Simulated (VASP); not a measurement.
# Al2O3: single point with PBE

The system is Al2O3.

```
Al O
1.0
     4.33520    0.00000    0.00000
     0.00000    8.92725    0.00000
     0.00000    0.00000    3.02571
Al O
4 6
Direct
  0.43174 0.32956 0.50000
  0.56826 0.67044 0.50000
  0.93174 0.17044 0.00000
  0.06826 0.82956 0.00000
  0.75455 0.22696 0.50000
  0.00000 0.00000 0.00000
  0.74545 0.72696 0.00000
  0.25455 0.27304 0.00000
  0.24545 0.77304 0.50000
  0.50000 0.50000 0.50000
```

This cell differs from its parent crystal: strain -0.080 along x and y, +0.000 along z.

| Quantity | Value |
| --- | --- |
| Program | VASP 6.6.1 |
| Task | single point |
| Functional | PBE |
| Potentials or basis | VASP PAW PBE potentials, release 64 (Al, O) |
| Cutoff | 520 eV |
| k mesh | 6 × 4 × 8 |
| Occupations | gaussian, width 0.05 eV |
| Spin | no spin polarisation |
| Dipole correction | no |
| Further INCAR settings | ALGO = Normal; EDIFF = 1e-06; NBANDS = 35 |

```
Pressure               : 35.7 GPa
Largest force          : 3.916 eV/Å
Band gap on the k mesh : 4.65 eV
```

Forces in eV/Å, atoms in the order of the input:
```
Al  -2.398 -3.096  0.000
Al   2.398  3.096  0.000
Al  -2.398  3.096  0.000
Al   2.398 -3.096  0.000
O    1.396 -1.112  0.000
O    0.000  0.000  0.000
O   -1.396 -1.112  0.000
O    1.396  1.112  0.000
O   -1.396  1.112  0.000
O    0.000  0.000  0.000
```

Stress tensor (GPa, compression positive):
```
31.17  0.00  0.00
 0.00 63.74  0.00
 0.00  0.00 12.18
```

Levels at points of the mesh, in eV from the valence-band top:
| k point | band 22 | band 23 | band 24 | band 25 | band 26 | band 27 |
| --- | --- | --- | --- | --- | --- | --- |
| (0.00, 0.00, 0.00) | -0.17 | -0.05 | 0.00 | 4.65 | 6.56 | 7.08 |
| (0.50, 0.00, 0.00) | -0.73 | -0.10 | -0.10 | 7.24 | 7.24 | 7.83 |
| (0.00, 0.50, 0.00) | -0.40 | -0.11 | -0.11 | 5.38 | 5.38 | 7.34 |
| (0.50, 0.50, 0.00) | -0.60 | -0.09 | -0.09 | 7.31 | 7.31 | 7.57 |
| (0.00, 0.00, 0.50) | -1.04 | -0.59 | -0.59 | 8.48 | 8.48 | 8.66 |
| (0.50, 0.00, 0.50) | -1.35 | -0.44 | -0.44 | 8.20 | 8.20 | 9.65 |
| (0.00, 0.50, 0.50) | -1.39 | -0.33 | -0.33 | 8.22 | 8.22 | 9.08 |
| (0.50, 0.50, 0.50) | -1.11 | -0.67 | -0.67 | 8.28 | 8.28 | 9.62 |

Run time: 2.2 min on 1 thread of AMD EPYC 9R45 96-Core Processor (Zen 5), with other jobs on the host, peak memory 0.29 GiB.

Caveat: the cell differs from its parent crystal (strain -0.080 along x and y, +0.000 along z); the stress differs along the axes, from 12 to 64 GPa; forces of over 1 eV/Å act on the atoms, so gaps and moduli don't describe the material at rest. A k mesh can miss the band edges.
